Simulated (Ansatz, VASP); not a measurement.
**Hf: VASP beside Ansatz**

```
Hf
1.0
    -1.88623    1.80500    1.80500
     1.88623   -1.80500    1.80500
     1.88623    1.80500   -1.80500
Hf
1
Direct
  0.00000 0.00000 0.00000
```

Change from the starting cell: strain +0.0450 x Voigt [1, 0, 0, 0, 0, 0], atoms carried along.

Alike in both runs: task single point; functional PBEsol; k mesh 18 × 18 × 18; occupations gaussian, width 0.15 eV; no spin polarisation.

|  | VASP | Ansatz |
| --- | --- | --- |
| version | VASP 6.6.1 | Ansatz 0.2.0 |
| potentials or method | VASP PAW PBE potentials, release 64 (Hf_pv), cutoff 520 eV | scalar-relativistic, plane waves, PAW |
| valence electrons in the cell | 10 | 26 |

Ansatz gave:

```
gap on the k mesh at the Fermi level (eV)                     : none
pressure (GPa)                                                : -12.0
traceless stress, the component that is largest in VASP (GPa) : 1.32
```

Problem. What did VASP give for the same quantities?

Solution. gap on the k mesh at the Fermi level (eV): none; pressure (GPa): -12.3; traceless stress, the component that is largest in VASP (GPa): 1.35.

VASP's potentials were made for PBE, not for PBEsol. A gap of «none» marks a metal or a gap that the smearing closes. VASP's potentials hold 10 valence electrons a cell and Ansatz's 26, so a difference there can come from the potentials and not from the codes.

Spin-orbit coupling is off throughout.
